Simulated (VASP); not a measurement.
# C2H4 in VASP: a series of runs

The runs below take C2H4 through single point, relaxation of the atoms, with PBE.

Everything below comes from runs of VASP 6.6.1. Logs are shortened: lines on timing, memory, paths and dates and some standing lists are left out, and cuts for length are marked.

**1. The cell of the first run**

The cell holds a molecule in a box, 6 atoms: a = 12.000 Å, b = 12.500 Å, c = 13.000 Å, α = 90.00°, β = 90.00°, γ = 90.00°.

**2. Single point, PBE**

INCAR

```
SYSTEM = H2C
ALGO = Normal ; EDIFF = 1E-6
ENCUT = 520 ; GGA = PE
ISIF = 2 ; ISMEAR = 0
LASPH = .True. ; LCHARG = .True.
LELF = .True. ; LREAL = .False.
LVHAR = .True. ; LWAVE = .False.
NBANDS = 15 ; NELM = 60
PREC = Accurate ; SIGMA = 0.01
```

KPOINTS

```
k-points
0
Gamma
  1 1 1
  0 0 0
```

POSCAR

```
H2C
1.0
   12.0000000000      0.0000000000      0.0000000000
    0.0000000000     12.5000000000      0.0000000000
    0.0000000000      0.0000000000     13.0000000000
C H
2 4
Direct
    0.5000000000      0.5000000000      0.5512393249
    0.5000000000      0.5000000000      0.4487606751
    0.5000000000      0.5742480162      0.5953335202
    0.5000000000      0.4257519838      0.5953335202
    0.5000000000      0.5742480162      0.4046664798
    0.5000000000      0.4257519838      0.4046664798
```

Potentials or basis: VASP PAW PBE potentials, release 64 (C, H).

Started as:

```bash
> cat potpaw_PBE.64/C/POTCAR potpaw_PBE.64/H/POTCAR > POTCAR
> mpirun -np 1 vasp_gam > vasp.out
```

OUTCAR:

```text
SYSTEM = H2C
   EDIFF = 1E-6
   ENCUT = 520
   GGA = PE
   ISIF = 2
   ISMEAR = 0
   LASPH = .True.
   LREAL = .False.
   NELM = 60
   PREC = Accurate

 ion  position               nearest neighbor table
   1  0.500  0.500  0.551-   3 1.09   4 1.09   2 1.33
   2  0.500  0.500  0.449-   5 1.09   6 1.09   1 1.33
   3  0.500  0.574  0.595-   1 1.09
   4  0.500  0.426  0.595-   1 1.09
   5  0.500  0.574  0.405-   2 1.09
   6  0.500  0.426  0.405-   2 1.09

  LATTYP: Found a simple orthorhombic cell.
 ALAT       =    12.0000000000
 B/A-ratio  =     1.0416666667
 C/A-ratio  =     1.0833333333

  Lattice vectors:

 A1 = (  12.0000000000,   0.0000000000,   0.0000000000)
 A2 = (   0.0000000000,  12.5000000000,   0.0000000000)
 A3 = (   0.0000000000,   0.0000000000,  13.0000000000)

Analysis of symmetry for initial positions (statically):
=====================================================================
 Subroutine PRICEL returns:
 Original cell was already a primitive cell.

 Routine SETGRP: Setting up the symmetry group for a
 simple orthorhombic supercell.

 Subroutine GETGRP returns: Found  8 space group operations
 (whereof  8 operations were pure point group operations)
 out of a pool of  8 trial point group operations.

The static configuration has the point symmetry D_2h.

Analysis of symmetry for dynamics (positions and initial velocities):
=====================================================================
 Subroutine PRICEL returns:
 Original cell was already a primitive cell.

 Routine SETGRP: Setting up the symmetry group for a
 simple orthorhombic supercell.

 Subroutine GETGRP returns: Found  8 space group operations
 (whereof  8 operations were pure point group operations)
 out of a pool of  8 trial point group operations.

The dynamic configuration has the point symmetry D_2h.

 Subroutine INISYM returns: Found  8 space group operations
 (whereof  8 operations are pure point group operations),
 and found     1 'primitive' translations

----------------------------------------------------------------------------------------

                                     Primitive cell

  volume of cell :    1950.0000

  direct lattice vectors                    reciprocal lattice vectors
    12.000000000  0.000000000  0.000000000     0.083333333  0.000000000  0.000000000
     0.000000000 12.500000000  0.000000000     0.000000000  0.080000000  0.000000000
     0.000000000  0.000000000 13.000000000     0.000000000  0.000000000  0.076923077

  length of vectors
    12.000000000 12.500000000 13.000000000     0.083333333  0.080000000  0.076923077

  position of ions in fractional coordinates (direct lattice)
     0.500000000  0.500000000  0.551239325
     0.500000000  0.500000000  0.448760675
     0.500000000  0.574248016  0.595333520
     0.500000000  0.425751984  0.595333520
     0.500000000  0.574248016  0.404666480
     0.500000000  0.425751984  0.404666480

  ion indices of the primitive-cell ions
   primitive index   ion index
                 1           1
                 2           2
                 3           3
                 4           4
                 5           5
                 6           6

----------------------------------------------------------------------------------------

 KPOINTS: k-points

Automatic generation of k-mesh.
 Grid dimensions read from file:
 generate k-points for:    1    1    1

 Generating k-lattice:

  Cartesian coordinates                     Fractional coordinates (reciprocal lattice)
     0.083333333  0.000000000  0.000000000     1.000000000  0.000000000  0.000000000
     0.000000000  0.080000000  0.000000000     0.000000000  1.000000000  0.000000000
     0.000000000  0.000000000  0.076923077     0.000000000  0.000000000  1.000000000

  Length of vectors
     0.083333333  0.080000000  0.076923077

  Shift w.r.t. Gamma in fractional coordinates (k-lattice)
     0.000000000  0.000000000  0.000000000

 Subroutine IBZKPT returns following result:
 ===========================================

 Found      1 irreducible k-points:

 Following reciprocal coordinates:
            Coordinates               Weight
  0.000000  0.000000  0.000000      1.000000
   k-points           NKPTS =      1   k-points in BZ     NKDIM =      1   number of bands    NBANDS=     15
   number of dos      NEDOS =    301   number of ions     NIONS =      6
   total plane-waves  NPLWV = 846720
   dimension x,y,z NGX =    90 NGY =   96 NGZ =   98
   dimension x,y,z NGXF=   180 NGYF=  192 NGZF=  196
   ions per type =               2   4
   NGX,Y,Z   is equivalent  to a cutoff of  12.47, 12.77, 12.53 a.u.
   NGXF,Y,Z  is equivalent  to a cutoff of  24.94, 25.54, 25.06 a.u.
 SYSTEM =  H2C
   PREC   = accura    normal or accurate (medium, high low for compatibility)
   ISTART =      0    job   : 0-new  1-cont  2-samecut
   ICHARG =      2    charge: 1-file 2-atom 10-const
   ISPIN  =      1    spin polarized calculation?
   LNONCOLLINEAR =      F non collinear calculations
   LSORBIT =      F    spin-orbit coupling
   LASPH  =      T    aspherical Exc in radial PAW
   ENCUT  =  520.0 eV  38.22 Ry    6.18 a.u.  22.31 23.24 24.17*2*pi/ulx,y,z
   NELM   =     60;   NELMIN=  2; NELMDL= -5     # of ELM steps
   EDIFF  = 0.1E-05   stopping-criterion for ELM
   LREAL  =      F    real-space projection
   EDIFFG = 0.1E-04   stopping-criterion for IOM
   NSW    =      0    number of steps for IOM
   IBRION =     -1    ionic relax: 0-MD 1-quasi-New 2-CG
   NFREE  =      0    steps in history (QN), initial steepest desc. (CG)
   ISIF   =      2    stress and relaxation
   ISYM   =      2    0-nonsym 1-usesym 2-fastsym
   POTIM  = 0.5000    time-step for ionic-motion
   TEBEG  =    0.0;   TEEND  =   0.0 temperature during run
   PSTRESS=    0.0 pullay stress
   NELECT =      12.0000    total number of electrons
   NUPDOWN=      -1.0000    fix difference up-down
   EMIN   =  10.00;   EMAX   =-10.00  energy-range for DOS
   EFERMI =   0.00;   METHOD = LEGACY
   ISMEAR =     0;   SIGMA  =   0.01  broadening in eV -4-tet -1-fermi 0-gaus
   EFERMI_NEDOS =   21; number of points for ismear=-14 and -15
   IALGO  =     38    algorithm
   IMIX   =      4    mixing-type and parameters
     AMIX     =   0.40;   BMIX     =  1.00
     AMIX_MAG =   1.60;   BMIX_MAG =  1.00
  volume/ion in A,a.u.               =     325.00      2193.21
  Fermi-wavevector in a.u.,A,eV,Ry     =   0.300002  0.566921  1.224538  0.090001
  Thomas-Fermi vector in A             =   1.167927
   LORBIT       =      0    0 simple, 1 ext, 2 COOP (PROOUT), +10 PAW based schemes
   GGA     = PE    functional components
   LHFCALC =     F    Hartree Fock is set to
   AEXX    =    0.0000 exact exchange contribution
   IVDW    =     0    specifies the selected vdW correction
   LEPSILON=     F    determine dielectric tensor
   LRPA    =     F    only Hartree local field effects (RPA)
 non-spin polarized calculation
 Gauss-broadening in eV      SIGMA  =   0.01
  energy-cutoff  :      520.00
  volume of cell :     1950.00
 maximum number of plane-waves:     26244
 NGX is ok and might be reduce to    90
   NGX = 45   NGY = 47   NGZ = 49

 number of electron      11.9999997 magnetization

 Free energy of the ion-electron system (eV)
  ---------------------------------------------------
  ext. energy  EPLUGINS =         0.00000000
  ---------------------------------------------------
  free energy    TOTEN  =       -31.97942679 eV

  energy without entropy =      -31.97942679  energy(sigma->0) =      -31.97942679

 E-fermi :  -6.5514     XC(G=0):  -0.4804

 val. band max:       -6.6611585154   @ k =   0.0000   0.0000   0.0000
 cond. band min:      -0.9837644683   @ k =   0.0000   0.0000   0.0000
 fundamental gap:      5.6773940471
 Fermi energy:        -6.5513589364

 k-point     1 :       0.0000    0.0000    0.0000
  band No.  band energies     occupation
      1     -18.6937      2.00000
      2     -14.1127      2.00000
      3     -11.3447      2.00000
      4     -10.0783      2.00000
      5      -8.3946      2.00000
      6      -6.6612      2.00000
      7      -0.9838      0.00000
      8      -0.3539      0.00000
      9       0.3520      0.00000
     10       0.4266      0.00000
     11       0.5769      0.00000
     12       0.7817      0.00000
     13       0.8368      0.00000
     14       0.8791      0.00000
     15       1.4387      0.00000

------------------------ aborting loop because EDIFF is reached ----------------------------------------

  FORCE on cell =-STRESS in cart. coord.  units (eV):
  Direction    XX          YY          ZZ          XY          YZ          ZX
  --------------------------------------------------------------------------------------
  -------------------------------------------------------------------------------------
  Total       -0.0669306     -0.0294771      0.0294961      0.0000000      0.0000000      0.0000000
  in kB       -0.0549921     -0.0242192      0.0242348      0.0000000      0.0000000      0.0000000
  external PRESSURE =      -0.0183255 kB  Pullay stress =       0.0000000 kB

 VOLUME and BASIS-vectors are now :
 -----------------------------------------------------------------------------
  energy-cutoff  :      520.00
  volume of cell :     1950.00
      direct lattice vectors                 reciprocal lattice vectors
    12.000000000  0.000000000  0.000000000     0.083333333  0.000000000  0.000000000
     0.000000000 12.500000000  0.000000000     0.000000000  0.080000000  0.000000000
     0.000000000  0.000000000 13.000000000     0.000000000  0.000000000  0.076923077

 POSITION                                       TOTAL-FORCE (eV/Angst)
 -----------------------------------------------------------------------------------
      6.00000      6.25000      7.16611         0.000000      0.000000      0.031778
      6.00000      6.25000      5.83389         0.000000      0.000000     -0.031778
      6.00000      7.17810      7.73934         0.000000      0.012363      0.011850
      6.00000      5.32190      7.73934         0.000000     -0.012363      0.011850
      6.00000      7.17810      5.26066         0.000000      0.012363     -0.011850
      6.00000      5.32190      5.26066         0.000000     -0.012363     -0.011850
 -----------------------------------------------------------------------------------
    total drift:                                0.000000     -0.000000      0.000000

  FREE ENERGIE OF THE ION-ELECTRON SYSTEM (eV)
  ---------------------------------------------------
  free  energy   TOTEN  =       -31.9794267878 eV

  energy  without entropy=      -31.9794267878  energy(sigma->0) =      -31.97942679
```

It took 3.2 min on 1 thread of Intel Xeon Platinum 8259CL at 2.50GHz (Skylake/Cascade Lake), shared host; peak memory 1.3 GiB.

Results:

| Property | Result |
| --- | --- |
| Free energy | -31.9794 eV |
| Largest force | 0.032 eV/Å |
| Gap between the frontier levels | 5.68 eV |

Forces in eV/Å, atoms in the order of the input:
```
C    0.000  0.000  0.032
C    0.000  0.000 -0.032
H    0.000  0.012  0.012
H    0.000 -0.012  0.012
H    0.000  0.012 -0.012
H    0.000 -0.012 -0.012
```

**3. Relaxation of the atoms, PBE**

INCAR

```
ALGO     = Normal         # electronic algorithm
EDIFF    = 1E-6           # SCF threshold, eV
EDIFFG   = -0.003         # ionic threshold
ENCUT    = 520            # plane-wave cutoff, eV
GGA      = PE             # functional
IBRION   = 2              # ionic algorithm
ISIF     = 2              # what is computed and relaxed
ISMEAR   = 0              # smearing method
LASPH    = T              # aspherical terms in the spheres
LCHARG   = F              # write CHGCAR
LREAL    = F              # projectors in reciprocal space
LWAVE    = F              # write WAVECAR
NELM     = 80             # most SCF steps
NSW      = 100            # ionic steps
PREC     = Accurate       # precision mode
SIGMA    = 0.01           # smearing width, eV
```

KPOINTS

```
k-points
0
Gamma
  1 1 1
```

POSCAR

```
H2C
1.0
   12.0000000000      0.0000000000      0.0000000000
    0.0000000000     12.5000000000      0.0000000000
    0.0000000000      0.0000000000     13.0000000000
C H
2 4
Direct
    0.5000000000      0.5000000000      0.5513446154
    0.5000000000      0.5000000000      0.4486553846
    0.5000000000      0.5738265600      0.5952073077
    0.5000000000      0.4261734400      0.5952073077
    0.5000000000      0.5738265600      0.4047926923
    0.5000000000      0.4261734400      0.4047926923
```

Potentials or basis: VASP PAW PBE potentials, release 64 (C, H).

Started as:

```bash
> cat potpaw_PBE.64/C/POTCAR potpaw_PBE.64/H/POTCAR > POTCAR
> mpirun -np 1 vasp_gam > vasp.out
```

OUTCAR:

```text
EDIFF = 1E-6
   EDIFFG = -0.003
   ENCUT = 520
   GGA = PE
   IBRION = 2
   ISIF = 2
   ISMEAR = 0
   LASPH = T
   LREAL = F
   NELM = 80
   NSW = 100
   PREC = Accurate

 ion  position               nearest neighbor table
   1  0.500  0.500  0.551-   3 1.08   4 1.08   2 1.33
   2  0.500  0.500  0.449-   5 1.08   6 1.08   1 1.33
   3  0.500  0.574  0.595-   1 1.08
   4  0.500  0.426  0.595-   1 1.08
   5  0.500  0.574  0.405-   2 1.08
   6  0.500  0.426  0.405-   2 1.08

  LATTYP: Found a simple orthorhombic cell.
 ALAT       =    12.0000000000
 B/A-ratio  =     1.0416666667
 C/A-ratio  =     1.0833333333

  Lattice vectors:

 A1 = (  12.0000000000,   0.0000000000,   0.0000000000)
 A2 = (   0.0000000000,  12.5000000000,   0.0000000000)
 A3 = (   0.0000000000,   0.0000000000,  13.0000000000)

Analysis of symmetry for initial positions (statically):
=====================================================================
 Subroutine PRICEL returns:
 Original cell was already a primitive cell.

 Routine SETGRP: Setting up the symmetry group for a
 simple orthorhombic supercell.

 Subroutine GETGRP returns: Found  8 space group operations
 (whereof  8 operations were pure point group operations)
 out of a pool of  8 trial point group operations.

The static configuration has the point symmetry D_2h.

Analysis of symmetry for dynamics (positions and initial velocities):
=====================================================================
 Subroutine PRICEL returns:
 Original cell was already a primitive cell.

 Routine SETGRP: Setting up the symmetry group for a
 simple orthorhombic supercell.

 Subroutine GETGRP returns: Found  8 space group operations
 (whereof  8 operations were pure point group operations)
 out of a pool of  8 trial point group operations.

[... 90 lines left out ...]
   ISIF   =      2    stress and relaxation
   ISYM   =      2    0-nonsym 1-usesym 2-fastsym
   POTIM  = 0.5000    time-step for ionic-motion
   TEBEG  =    0.0;   TEEND  =   0.0 temperature during run
   PSTRESS=    0.0 pullay stress
   NELECT =      12.0000    total number of electrons
   NUPDOWN=      -1.0000    fix difference up-down
   EMIN   =  10.00;   EMAX   =-10.00  energy-range for DOS
   EFERMI =   0.00;   METHOD = LEGACY
   ISMEAR =     0;   SIGMA  =   0.01  broadening in eV -4-tet -1-fermi 0-gaus
   EFERMI_NEDOS =   21; number of points for ismear=-14 and -15
   IALGO  =     38    algorithm
   IMIX   =      4    mixing-type and parameters
     AMIX     =   0.40;   BMIX     =  1.00
     AMIX_MAG =   1.60;   BMIX_MAG =  1.00
  volume/ion in A,a.u.               =     325.00      2193.21
  Fermi-wavevector in a.u.,A,eV,Ry     =   0.300002  0.566921  1.224538  0.090001
  Thomas-Fermi vector in A             =   1.167927
   LORBIT       =      0    0 simple, 1 ext, 2 COOP (PROOUT), +10 PAW based schemes
   GGA     = PE    functional components
   LHFCALC =     F    Hartree Fock is set to
   AEXX    =    0.0000 exact exchange contribution
   IVDW    =     0    specifies the selected vdW correction
   LEPSILON=     F    determine dielectric tensor
   LRPA    =     F    only Hartree local field effects (RPA)
 conjugate gradient relaxation of ions
 non-spin polarized calculation
 Gauss-broadening in eV      SIGMA  =   0.01
  energy-cutoff  :      520.00
  volume of cell :     1950.00
 maximum number of plane-waves:     26244
 NGX is ok and might be reduce to    90
   NGX = 45   NGY = 47   NGZ = 49

--------------------------------------- Ionic step        1  -------------------------------------------

 number of electron      11.9999997 magnetization

 Free energy of the ion-electron system (eV)
  ---------------------------------------------------
  ext. energy  EPLUGINS =         0.00000000
  ---------------------------------------------------
  free energy    TOTEN  =       -31.97652326 eV

  energy without entropy =      -31.97652326  energy(sigma->0) =      -31.97652326

------------------------ aborting loop because EDIFF is reached ----------------------------------------

  FORCE on cell =-STRESS in cart. coord.  units (eV):
  Direction    XX          YY          ZZ          XY          YZ          ZX
  --------------------------------------------------------------------------------------
  -------------------------------------------------------------------------------------
  Total       -0.0675630      0.6289863      0.0585420      0.0000000      0.0000000      0.0000000
  in kB       -0.0555118      0.5167937      0.0480998      0.0000000      0.0000000      0.0000000
  external PRESSURE =       0.1697939 kB  Pullay stress =       0.0000000 kB
[... 147 lines left out ...]
--------------------------------------- Ionic step        5  -------------------------------------------

 number of electron      11.9999997 magnetization

 Free energy of the ion-electron system (eV)
  ---------------------------------------------------
  ext. energy  EPLUGINS =         0.00000000
  ---------------------------------------------------
  free energy    TOTEN  =       -31.97946808 eV

  energy without entropy =      -31.97946808  energy(sigma->0) =      -31.97946808

 E-fermi :  -6.5934     XC(G=0):  -0.5011

 val. band max:       -6.6563933977   @ k =   0.0000   0.0000   0.0000
 cond. band min:      -0.9885062043   @ k =   0.0000   0.0000   0.0000
 fundamental gap:      5.6678871934
 Fermi energy:        -6.5934146579

 k-point     1 :       0.0000    0.0000    0.0000
  band No.  band energies     occupation
      1     -18.6851      2.00000
      2     -14.1128      2.00000
      3     -11.3365      2.00000
      4     -10.0769      2.00000
      5      -8.3937      2.00000
      6      -6.6564      2.00000
      7      -0.9885      0.00000
      8      -0.3658      0.00000
      9       0.3414      0.00000
     10       0.4196      0.00000
[... 31 lines left out ...]
  FREE ENERGIE OF THE ION-ELECTRON SYSTEM (eV)
  ---------------------------------------------------
  free  energy   TOTEN  =       -31.9794680767 eV

  energy  without entropy=      -31.9794680767  energy(sigma->0) =      -31.97946808

 reached required accuracy - stopping structural energy minimisation
```

Wall time 7.9 min (1 thread of Intel Xeon Platinum 8259CL at 2.50GHz (Skylake/Cascade Lake), shared host); peak memory 1.6 GiB.

Results:

```
Free energy                     : -31.9795 eV
Energy gained by relaxing       : 0.5 meV/atom
Ionic steps                     : 5
Gap between the frontier levels : 5.67 eV
```

Forces in eV/Å, atoms in the order of the input:
```
C    0.000  0.000  0.000
C    0.000  0.000  0.000
H    0.000  0.003  0.000
H    0.000 -0.003  0.000
H    0.000  0.003  0.000
H    0.000 -0.003  0.000
```

Step by step:
```
step  energy change (eV)  largest force (eV/Å)  pressure (GPa)
   1              0.0000                0.3091            0.02
   2              0.0290                2.0935            0.01
   3             -0.0018                0.1461            0.01
   4             -0.0026                0.0821           -0.02
   5             -0.0029                0.0030           -0.01
```

Final structure:
```
C H
1.0
    12.00000    0.00000    0.00000
     0.00000   12.50000    0.00000
     0.00000    0.00000   13.00000
C H
2 4
Cartesian
  6.0000 6.2500 7.1666
  6.0000 6.2500 5.8334
  6.0000 7.1782 7.7405
  6.0000 5.3218 7.7405
  6.0000 7.1782 5.2595
  6.0000 5.3218 5.2595
```

Levels at points of the mesh, in eV from the valence-band top:
```csv
k point,band 4,band 5,band 6,band 7,band 8,band 9
"(0.00, 0.00, 0.00)",-3.42,-1.74,0.00,5.67,6.29,7.00
```
